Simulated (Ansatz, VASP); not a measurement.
# One calculation of CsNa6, two programs

The input INCAR:

```
PREC     = Accurate       # precision mode
ENCUT    = 520            # plane-wave cutoff, eV
EDIFF    = 1E-6           # SCF threshold, eV
ISMEAR   = 0              # smearing method
SIGMA    = 0.1            # smearing width, eV
LREAL    = F              # projectors in reciprocal space
LASPH    = T              # aspherical terms in the spheres
NELM     = 80             # most SCF steps
ALGO     = Normal         # electronic algorithm
ISIF     = 2              # what is computed and relaxed
LWAVE    = F              # write WAVECAR
LCHARG   = F              # write CHGCAR
GGA      = PE             # functional
NBANDS   = 34             # bands
```

Contents of KPOINTS:

```
Automatic mesh
0
Gamma
  4 4 4
```

The input POSCAR:

```
CsNa6
1.0
    5.4539909900      0.0000000000      0.0000000000
    0.0000000000      5.4539909900      0.0000000000
    0.0000000000      0.0000000000      5.4539909900
Cs Na
1 6
Direct
    0.0000000000      0.0000000000      0.0000000000
    0.8001218400      0.5000000000      0.5000000000
    0.1998781600      0.5000000000      0.5000000000
    0.5000000000      0.5000000000      0.8001218400
    0.5000000000      0.5000000000      0.1998781600
    0.5000000000      0.1998781600      0.5000000000
    0.5000000000      0.8001218400      0.5000000000
```

Input for Ansatz:

```yaml
crystal:
  lattice:
    - [5.45399099, 0.0, 0.0]
    - [0.0, 5.45399099, 0.0]
    - [0.0, 0.0, 5.45399099]
  atoms:
    - { symbol: Cs, position: [0.0, 0.0, 0.0] }
    - { symbol: Na, position: [0.80012184, 0.5, 0.5] }
    - { symbol: Na, position: [0.19987816, 0.5, 0.5] }
    - { symbol: Na, position: [0.5, 0.5, 0.80012184] }
    - { symbol: Na, position: [0.5, 0.5, 0.19987816] }
    - { symbol: Na, position: [0.5, 0.19987816, 0.5] }
    - { symbol: Na, position: [0.5, 0.80012184, 0.5] }
basis:
  ecutwfc: 420
kpoints:
  mp_grid: { grid: [4, 4, 4] }
hamiltonian:
  xc: pbe
scf:
  occupations: { method: gaussian, width: 0.1 }
  lower_state_search: "off"
output:
  forces: true
  stress: true
  eigenvalues: true
```

Change from the starting cell: species swapped into the LaB6 type (Pm-3m, No. 221).

Alike in both runs: task single point; functional PBE; k mesh 4 × 4 × 4; occupations gaussian, width 0.1 eV; no spin polarisation.

```csv
,VASP,Ansatz
version,VASP 6.6.1,Ansatz 0.2.0
potentials or method,"VASP PAW PBE potentials, release 64 (Cs_sv, Na_pv), cutoff 520 eV","scalar-relativistic, plane waves, PAW"
valence electrons in the cell,51,63
```

Ansatz gave:

- gap on the k mesh at the Fermi level (eV): none
- pressure (GPa): 24.8
- rms of the force components (eV/Å): 1.567

Q: Estimate VASP's values.

A: gap on the k mesh at the Fermi level (eV): none; pressure (GPa): 24.9; rms of the force components (eV/Å): 1.575.

Atom by atom the forces differ by 0.008 eV/Å (rms over components). A gap of «none» marks a metal or a gap that the smearing closes. VASP's potentials hold 51 valence electrons a cell and Ansatz's 63, so a difference there can come from the potentials and not from the codes.

Spin-orbit coupling is off throughout.
